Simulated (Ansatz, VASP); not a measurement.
## Two plane-wave programs on Al3Ni2

```xyz
5
Lattice="3.9231 0.0000 0.0000 -1.9615 3.3975 0.0000 0.0000 0.0000 4.7623" Properties=species:S:1:pos:R:3 pbc="T T T"
Al    0.0000    0.0000    0.0000
Al    0.0000    2.2650    3.0794
Al    1.9615    1.1325    1.6829
Ni    0.0000    2.2650    0.6967
Ni    1.9615    1.1325    4.0656
```

Change from the starting cell: equal strain along all axes, cell held, atoms relaxed: -2.0 %.

Alike in both runs: functional PBEsol; k mesh 12 × 12 × 8; occupations gaussian, width 0.1 eV; no spin polarisation.

Ansatz relaxed the structure, and its values are those at the end. VASP's run is a single point on that final structure, the one shown.

|  | VASP | Ansatz |
| --- | --- | --- |
| version | VASP 6.6.1 | Ansatz 0.2.0 |
| potentials or method | VASP PAW PBE potentials, release 64 (Al, Ni), cutoff 520 eV | scalar-relativistic, plane waves, PAW |
| valence electrons in the cell | 29 | 45 |

|  | VASP | Ansatz | Ansatz less VASP |
| --- | --- | --- | --- |
| gap on the k mesh at the Fermi level (eV) | none | none | - |
| pressure (GPa) | 9.9 | 9.8 | -0.09 |
| rms of the force components (eV/Å) | 0.006 | 0.000 | -0.0053 |

VASP's potentials were made for PBE, not for PBEsol. A gap of «none» marks a metal or a gap that the smearing closes. With one functional, cell and mesh, what is left measures potentials, basis and numerics. VASP's potentials hold 29 valence electrons a cell and Ansatz's 45, so a difference there can come from the potentials and not from the codes. Ansatz's warnings: stress scf threshold loose.
